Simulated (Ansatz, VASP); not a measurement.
Two plane-wave programs on Ge6Mo2W

```xyz
9
Lattice="0.0000 4.4076 7.5842 2.5281 0.0000 7.5842 2.5281 4.4076 0.0000" Properties=species:S:1:pos:R:3 pbc="T T T"
Ge    2.5281    5.8328    5.0561
Ge    2.5281    5.8328   10.1122
Ge    2.5281    1.4252    7.5842
Ge    2.5281    2.9824    5.0561
Ge    2.5281    2.9824   10.1122
Ge    2.5281    7.3900    7.5842
Mo    2.5281    4.4076   12.6403
Mo    2.5281    4.4076    2.5281
W     2.5281    4.4076    7.5842
```

Alike in both runs: task single point; functional PBE; k mesh 4 × 4 × 4; occupations gaussian, width 0.1 eV; no spin polarisation.

|  | VASP | Ansatz |
| --- | --- | --- |
| version | VASP 6.6.1 | Ansatz 0.2.0 |
| potentials or method | VASP PAW PBE potentials, release 64 (Ge_d, Mo_sv, W_sv), cutoff 520 eV | scalar-relativistic, plane waves, PAW |
| valence electrons in the cell | 126 | 126 |

Ansatz gave:

```
gap on the k mesh at the Fermi level (eV)                     : none
pressure (GPa)                                                : -20.7
traceless stress, the component that is largest in VASP (GPa) : 0.36
rms of the force components (eV/Å)                            : 0.196
```

What did VASP give for the same quantities?

gap on the k mesh at the Fermi level (eV): none; pressure (GPa): -20.6; traceless stress, the component that is largest in VASP (GPa): 0.36; rms of the force components (eV/Å): 0.195.

Atom by atom the forces differ by 0.001 eV/Å (rms over components). A gap of «none» marks a metal or a gap that the smearing closes. The functional is the same, so the differences come from potentials, cutoffs and numerics.

The k mesh is coarse, so the values compare programs but aren't converged. Spin-orbit coupling is off throughout.
